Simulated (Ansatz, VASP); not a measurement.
# Two plane-wave programs on Al2BN3

File INCAR:

```
PREC = Accurate ; ENCUT = 520
EDIFF = 1E-7 ; ISMEAR = 0
SIGMA = 0.02 ; LREAL = False
LASPH = True ; NELM = 60
ALGO = Normal ; ISIF = 2
LWAVE = False ; LCHARG = True
GGA = PE ; LELF = True
LVHAR = True ; NBANDS = 21
```

Contents of KPOINTS:

```
regular mesh
0
Gamma
  12 12 4
```

POSCAR

```
Al2BN3
1.0
    2.9590948373      0.0000000000      0.0000000000
   -1.4795474186      2.5626513013      0.0000000000
    0.0000000000      0.0000000000      7.2336465064
Al B N
2 1 3
Direct
    0.0000000000      0.0000000000      0.9895732369
    0.6666666667      0.3333333333      0.3470330389
    0.3333333333      0.6666666667      0.6541564785
    0.6666666667      0.3333333333      0.0878787641
    0.3333333333      0.6666666667      0.4436040813
    0.0000000000      0.0000000000      0.7277544003
```

Input for Ansatz:

```yaml
crystal:
  lattice:
    - [2.9590948373, 0.0, 0.0]
    - [-1.4795474186, 2.5626513013, 0.0]
    - [0.0, 0.0, 7.2336465064]
  atoms:
    - { symbol: Al, position: [0.0, 0.0, 0.9895732369] }
    - { symbol: Al, position: [0.6666666667, 0.3333333333, 0.3470330389] }
    - { symbol: B, position: [0.3333333333, 0.6666666667, 0.6541564785] }
    - { symbol: "N", position: [0.6666666667, 0.3333333333, 0.0878787641] }
    - { symbol: "N", position: [0.3333333333, 0.6666666667, 0.4436040813] }
    - { symbol: "N", position: [0.0, 0.0, 0.7277544003] }
basis:
  ecutwfc: 420
kpoints:
  mp_grid: { grid: [12, 12, 4] }
  band_path:
    path:
      - [[0.0, 0.0, 0.0], [0.5, 0.0, 0.0], [0.33333333, 0.33333333, 0.0], [0.0, 0.0, 0.0], [0.0, 0.0, 0.5], [0.5, 0.0, 0.5], [0.33333333, 0.33333333, 0.5], [0.0, 0.0, 0.5]]
      - [[0.5, 0.0, 0.5], [0.5, 0.0, 0.0]]
      - [[0.33333333, 0.33333333, 0.5], [0.33333333, 0.33333333, 0.0]]
    npoints: 14
hamiltonian:
  xc: pbe
scf:
  occupations: { method: gaussian, width: 0.02 }
  n_extra_bands: 15
output:
  forces: true
  stress: true
  eigenvalues: true
  populations: true
  dos: { projected: true, de: 0.02, nscf_kmesh: { grid: [18, 18, 6] } }
  bader: true
  write_density: true
  write_potential: true
  elf: true
  volumetric_format: npy
```

Alike in both runs: task single point; functional PBE; k mesh 12 × 12 × 4; occupations gaussian, width 0.02 eV; no spin polarisation.

|  | VASP | Ansatz |
| --- | --- | --- |
| version | VASP 6.6.1 | Ansatz 0.2.0 |
| potentials or method | VASP PAW PBE potentials, release 64 (Al, B, N), cutoff 520 eV | scalar-relativistic, plane waves, PAW |
| valence electrons in the cell | 24 | 24 |

```csv
,VASP,Ansatz,Ansatz less VASP
gap on the k mesh at the Fermi level (eV),3.10,3.10,+0.006
least direct gap on the mesh (eV),4.07,4.08,+0.005
pressure (GPa),-0.2,0.0,+0.18
rms of the force components (eV/Å),0.009,0.004,-0.0052
```

Atom by atom the forces differ by 0.009 eV/Å (rms over components).
